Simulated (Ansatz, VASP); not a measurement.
Sb: VASP beside Ansatz

```
Sb
1.0
     2.17890    1.25799    3.79327
    -2.17890    1.25799    3.79327
     0.00000   -2.51598    3.79327
Sb
2
Direct
  0.23364 0.23364 0.23364
  0.76636 0.76636 0.76636
```

Change from the starting cell: volume scaled by 1.04.

Alike in both runs: task single point; functional PBE; k mesh 9 × 9 × 9; occupations fermi-dirac, width 0.05 eV; no spin polarisation.

```csv
,VASP,Ansatz
version,VASP 6.6.1,Ansatz 0.2.0
potentials or method,"VASP PAW PBE potentials, release 64 (Sb), cutoff 520 eV","all-electron LAPW, scalar-relativistic"
```

```tsv
	VASP	Ansatz	Ansatz less VASP
pressure (GPa)	0.9	0.8	-0.04
traceless stress, the component that is largest in VASP (GPa)	-0.07	-0.04	+0.027
rms of the force components (eV/Å)	0.022	0.001	-0.0214
```

Atom by atom the forces differ by 0.021 eV/Å (rms over components). Ansatz ran all-electron here, and VASP with PAW potentials.

Neither program's run includes spin-orbit coupling.
